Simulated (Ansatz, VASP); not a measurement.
Hf in VASP and in Ansatz

```
Hf
1.0
    -1.80500    1.80500    1.85915
     1.80500   -1.80500    1.85915
     1.80500    1.80500   -1.85915
Hf
1
Direct
  0.00000 0.00000 0.00000
```

Change from the starting cell: zz strain of +3 %, crystal datasets.

Alike in both runs: task electric field gradients; functional PBEsol; k mesh 14 × 14 × 14; occupations fermi-dirac, width 0.05 eV; no spin polarisation.

```csv
,VASP,Ansatz
version,VASP 6.6.1,Ansatz 0.2.0
potentials or method,"VASP PAW PBE potentials, release 64 (Hf_pv), cutoff 520 eV","all-electron PAW with datasets made for the crystal, scalar-relativistic"
```

|  | VASP | Ansatz | Ansatz less VASP |
| --- | --- | --- | --- |
| pressure (GPa) | -11.4 | -11.1 | +0.34 |
| traceless stress, the component that is largest in VASP (GPa) | 0.96 | 0.93 | -0.030 |
| size of Vzz on the site where it differs most (V/Å²) | 2.7 | 3.6 | +0.91 |

VASP's potentials were made for PBE, not for PBEsol. Ansatz ran all-electron here, and VASP with PAW potentials.

Spin-orbit coupling is off throughout.
